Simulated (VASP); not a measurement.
The system is RbBr.

```
CELL_PARAMETERS angstrom
4.12793 0.00000 0.00000
0.00000 4.12793 0.00000
0.00000 0.00000 4.09325
ATOMIC_POSITIONS crystal
Rb 0.00000 0.00000 0.00000
Br 0.50000 0.50000 0.50000
```

This cell differs from its parent crystal: uniaxial z strain -0.8%.

Base run:

* Program: VASP 6.6.1
* Functional: r2SCAN
* Potentials or basis: VASP PAW PBE potentials, release 64 (Rb_sv, Br)
* Cutoff: 550 eV
* k mesh: 6 × 6 × 6
* Occupations: gaussian, width 0.01 eV
* Spin: no spin polarisation

Its results: band gap on the k mesh 4.83 eV (least direct gap 4.98 eV); pressure 0.2 GPa.

Q: The run is repeated on the same cell with these changes: functional from r2SCAN to PBE; cutoff from 550 eV to 500 eV; occupations from gaussian, width 0.01 eV to fermi-dirac, width 0.02 eV. What comes out?

A: Band gap on the k mesh 4.08 eV (least direct gap 4.23 eV); pressure 1.0 GPa.

Caveats: the PAW data sets were made with another functional, which shifts forces and pressure a little (at least some runs).

A k mesh can miss the band edges.
